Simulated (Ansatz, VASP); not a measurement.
In3Se: VASP beside Ansatz

Contents of INCAR:

```
PREC = Accurate ; ENCUT = 520
EDIFF = 1E-7 ; ISMEAR = 1
SIGMA = 0.01 ; LREAL = F
LASPH = T ; NELM = 100
ALGO = Normal ; ISIF = 2
LWAVE = F ; LCHARG = T
GGA = PE ; LELF = T
LVHAR = T ; NBANDS = 30
```

KPOINTS

```
Automatic mesh
0
Gamma
  10 10 10
```

The input POSCAR:

```
In3Se
1.0
    4.8037580000      0.0000000000      0.0000000000
    0.0000000000      4.8037580000      0.0000000000
    0.0000000000      0.0000000000      4.8037580000
In Se
3 1
Direct
    0.0000000000      0.5000000000      0.5000000000
    0.5000000000      0.0000000000      0.5000000000
    0.5000000000      0.5000000000      0.0000000000
    0.0000000000      0.0000000000      0.0000000000
```

Input for Ansatz:

```yaml
crystal:
  lattice:
    - [4.803758, 0.0, 0.0]
    - [0.0, 4.803758, 0.0]
    - [0.0, 0.0, 4.803758]
  atoms:
    - { symbol: In, position: [0.0, 0.5, 0.5] }
    - { symbol: In, position: [0.5, 0.0, 0.5] }
    - { symbol: In, position: [0.5, 0.5, 0.0] }
    - { symbol: Se, position: [0.0, 0.0, 0.0] }
basis:
  ecutwfc: 420
kpoints:
  mp_grid: { grid: [10, 10, 10] }
hamiltonian:
  xc: pbe
scf:
  occupations: { method: cold, width: 0.01 }
output:
  forces: true
  stress: true
  eigenvalues: true
```

Alike in both runs: task single point; functional PBE; k mesh 10 × 10 × 10; no spin polarisation.

```csv
,VASP,Ansatz
version,VASP 6.6.1,Ansatz 0.2.0
potentials or method,"VASP PAW PBE potentials, release 64 (In_d, Se), cutoff 520 eV","scalar-relativistic, plane waves, PAW"
occupations,"methfessel-paxton of order 1, width 0.01 eV","cold, width 0.01 eV"
valence electrons in the cell,45,55
```

```csv
,VASP,Ansatz,Ansatz less VASP
gap on the k mesh at the Fermi level (eV),none,none,-
pressure (GPa),-0.4,-0.3,+0.01
```

A gap of «none» marks a metal or a gap that the smearing closes. VASP's potentials hold 45 valence electrons a cell and Ansatz's 55, so a difference there can come from the potentials and not from the codes.
